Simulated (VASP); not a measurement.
Wanted: the native input for a VASP 6.6.1 run.

- Task: single point
- Functional: PBE
- Potentials or basis: VASP PAW PBE potentials, release 64 (Ca_sv, O)
- Cutoff: 520 eV
- k mesh: 8 × 8 × 8
- Occupations: gaussian, width 0.02 eV
- Spin: no spin polarisation
- Dipole correction: no
- Further INCAR settings: ALGO = Normal; EDIFF = 1e-06; NBANDS = 15

The structure of CaO lies in POSCAR:

```
CaO
1.0
    0.0000000000      2.7450798529      2.7450798529
    2.7450798529      0.0000000000      2.7450798529
    2.7450798529      2.7450798529      0.0000000000
Ca O
1 1
Direct
    0.0000000000      0.0000000000      0.0000000000
    0.5000000000      0.5000000000      0.5000000000
```

This cell differs from its parent crystal: Se replaced by O, lengths x 0.891, strained.

The input as run:

INCAR

```
SYSTEM = CaO
ALGO = Normal
EDIFF = 1E-6
ENCUT = 520
GGA = PE
ISIF = 2
ISMEAR = 0
LASPH = .TRUE.
LCHARG = .FALSE.
LREAL = .FALSE.
LWAVE = .FALSE.
NBANDS = 15
NELM = 60
PREC = Accurate
SIGMA = 0.02
```

KPOINTS

```
k-points
0
G
  8 8 8
  0 0 0
```

Potentials or basis: VASP PAW PBE potentials, release 64 (Ca_sv, O).

The run is started by

```bash
$ cat potpaw_PBE.64/Ca_sv/POTCAR potpaw_PBE.64/O/POTCAR > POTCAR
$ mpirun -np 1 vasp_std > vasp.out
```

Results of the run:

The pressure is -17.6 GPa. The band gap on the k mesh is 2.17 eV, direct.

Caveat: the cell differs from its parent crystal (Se replaced by O, lengths x 0.891, strained).

It took 9 s on 1 thread of Intel(R) Xeon(R) 6975P-C (Granite Rapids) (shared host), peak memory 0.17 GiB.
